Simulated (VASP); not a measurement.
A run of VASP 6.6.1:

The input INCAR:

```
SYSTEM = H
PREC = Accurate
ENCUT = 520
EDIFF = 1E-7
ISMEAR = 0
SIGMA = 0.02
LREAL = .FALSE.
LASPH = .TRUE.
NELM = 60
ALGO = Normal
ISIF = 2
LWAVE = .FALSE.
LCHARG = .FALSE.
GGA = PE
NBANDS = 10
```

KPOINTS

```
Automatic mesh
0
G
  9 9 6
  0 0 0
```

The input POSCAR:

```
H
1.0
    3.9537598818      0.0150917126      0.0146692982
   -1.9638101344      3.4286492661     -0.0239629016
    0.0192782471     -0.0252333078      5.1941250005
H
4
Direct
    0.3584709222      0.6745839181      0.1544278259
    0.6408328753      0.3253830057      0.6829139843
    0.6757702051      0.3302963302      0.8213739989
    0.3249259974      0.6697367461      0.3412841909
```

Potentials or basis: VASP PAW PBE potentials, release 64 (H).

Run with:

```console
$ cat potpaw_PBE.64/H/POTCAR > POTCAR
$ mpirun -np 1 vasp_std > vasp.out
```

Hardware: 1 thread of Intel Xeon 8259CL, on a shared host.

**Question.** Estimate the wall time of this run.

**Answer.** Wall time 2.7 min on 1 thread of Intel Xeon 8259CL (shared host), peak memory 0.26 GiB. Counts: scf iterations 13, k points 244.
